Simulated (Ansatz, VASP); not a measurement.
**Zr: VASP beside Ansatz**

```
Zr
1.0
     3.23411    0.00000    0.00000
    -1.61705    2.80082    0.00000
     0.00000    0.00000    5.16307
Zr
2
Direct
  0.33333 0.66667 0.75000
  0.66667 0.33333 0.25000
```

Alike in both runs: functional PBE; k mesh 16 × 16 × 8; occupations gaussian, width 0.05 eV; no spin polarisation.

Ansatz relaxed the structure, and its values are those at the end. VASP's run is a single point on that final structure, the one shown.

|  | VASP | Ansatz |
| --- | --- | --- |
| version | VASP 6.6.1 | Ansatz 0.2.0 |
| potentials or method | VASP PAW PBE potentials, release 64 (Zr_sv), cutoff 520 eV | scalar-relativistic, plane waves, PAW |
| valence electrons in the cell | 24 | 24 |

|  | VASP | Ansatz | Ansatz less VASP |
| --- | --- | --- | --- |
| gap on the k mesh at the Fermi level (eV) | none | none | - |
| pressure (GPa) | 0.0 | 0.0 | -0.02 |

A gap of «none» marks a metal or a gap that the smearing closes. The functional is the same, so the differences come from potentials, cutoffs and numerics.
